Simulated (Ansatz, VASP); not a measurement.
# One calculation of K3BaF5, two programs

```xyz
9
Lattice="7.9913 0.0000 0.0000 -3.9957 6.9207 0.0000 0.0000 0.0000 3.5199" Properties=species:S:1:pos:R:3 pbc="T T T"
K     3.8717    0.0000    1.7600
K     2.0598    3.5677    1.7600
K    -1.9359    3.3530    1.7600
Ba    0.0000    0.0000    1.7600
F     1.8355    0.0000    0.0000
F    -0.9178    1.5896    0.0000
F     3.9957    2.3069    0.0000
F     0.0000    4.6138    0.0000
F     3.0779    5.3311    0.0000
```

Change from the starting cell: species swapped into the Lu3Ga5Ni type (P-62m, No. 189).

Alike in both runs: functional PBE; k mesh 3 × 3 × 4; occupations gaussian, width 0.1 eV; no spin polarisation.

Ansatz relaxed the structure, and its values are those at the end. VASP's run is a single point on that final structure, the one shown.

|  | VASP | Ansatz |
| --- | --- | --- |
| version | VASP 6.6.1 | Ansatz 0.2.0 |
| potentials or method | VASP PAW PBE potentials, release 64 (K_sv, Ba_sv, F), cutoff 520 eV | scalar-relativistic, plane waves, PAW |
| valence electrons in the cell | 72 | 72 |

VASP gave:

```
gap on the k mesh at the Fermi level (eV) : 4.18
least direct gap on the mesh (eV)         : 4.18
pressure (GPa)                            : 0.6
rms of the force components (eV/Å)        : 0.055
```

Question: What did Ansatz give for the same quantities?

Answer: gap on the k mesh at the Fermi level (eV): 4.22; least direct gap on the mesh (eV): 4.22; pressure (GPa): 0.2; rms of the force components (eV/Å): 0.001.

With one functional, cell and mesh, what is left measures potentials, basis and numerics.

The k mesh is coarse, so the values compare programs but aren't converged. Spin-orbit coupling is off throughout.
